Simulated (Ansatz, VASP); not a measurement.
# Re in VASP and in Ansatz

File INCAR:

```
SYSTEM = Re
PREC     = Accurate       ! precision mode
ENCUT    = 600            ! plane-wave cutoff, eV
EDIFF    = 1E-6           ! SCF threshold, eV
ISMEAR   = 1              ! smearing method
SIGMA    = 1.0            ! smearing width, eV
LREAL    = .False.        ! projectors in reciprocal space
LASPH    = .True.         ! aspherical terms in the spheres
NELM     = 120            ! most SCF steps
ALGO     = Normal         ! electronic algorithm
ISIF     = 2              ! what is computed and relaxed
LWAVE    = .False.        ! write WAVECAR
LCHARG   = .False.        ! write CHGCAR
GGA      = CA             ! functional
NBANDS   = 14             ! bands
GGA_COMPAT= .False.
```

The input KPOINTS:

```
Automatic mesh
0
Gamma
  13 13 7
  0 0 0
```

POSCAR

```
Re
1.0
    2.7391880258      0.0000000000      0.0000000000
   -1.3695940129      2.3722064161      0.0000000000
    0.0000000000      0.0000000000      4.4118668232
Re
2
Direct
    0.3333333333      0.6666666667      0.2500000000
    0.6666666667      0.3333333333      0.7500000000
```

Input for Ansatz:

```yaml
crystal:
  lattice:
    - [2.7391880258, 0.0, 0.0]
    - [-1.3695940129, 2.3722064161, 0.0]
    - [0.0, 0.0, 4.4118668232]
  atoms:
    - { symbol: Re, position: [0.3333333333, 0.6666666667, 0.25] }
    - { symbol: Re, position: [0.6666666667, 0.3333333333, 0.75] }
hamiltonian:
  xc: lda
  pseudopotentials:
    kind: paw
    azcp:
      Re: "pseudopotentials/Re.paw.azcp"
basis:
  ecutwfc: 420
  fft_grid_basis: typed
kpoints:
  mp_grid: { grid: [13, 13, 7], shift: [0, 0, 0] }
magnetization:
  spin_polarized: false
scf:
  occupations: { method: methfessel_paxton, width: 1.0 }
  lower_state_search: "off"
output:
  stress: true
```

Alike in both runs: task single point; functional LDA; k mesh 13 × 13 × 7; occupations methfessel-paxton of order 1, width 1 eV; no spin polarisation.

```csv
,VASP,Ansatz
version,VASP 6.6.1,Ansatz 0.2.0
potentials or method,"VASP PAW LDA potentials, release 64 (Re), cutoff 600 eV","plane waves (420 eV) with PAW, scalar-relativistic"
valence electrons in the cell,14,30
```

```csv
,VASP,Ansatz,Ansatz less VASP
pressure (GPa),1.4,-0.2,-1.67
"traceless stress, the component that is largest in VASP (GPa)",-0.84,-0.74,+0.106
```

Ansatz warns that its potentials were made for another functional, while VASP's fit it. LDA's correlation is that of Perdew and Zunger in VASP and of Perdew and Wang (1992) in Ansatz. VASP's potentials hold 14 valence electrons a cell and Ansatz's 30, so a difference there can come from the potentials and not from the codes.

Neither program's run includes spin-orbit coupling.
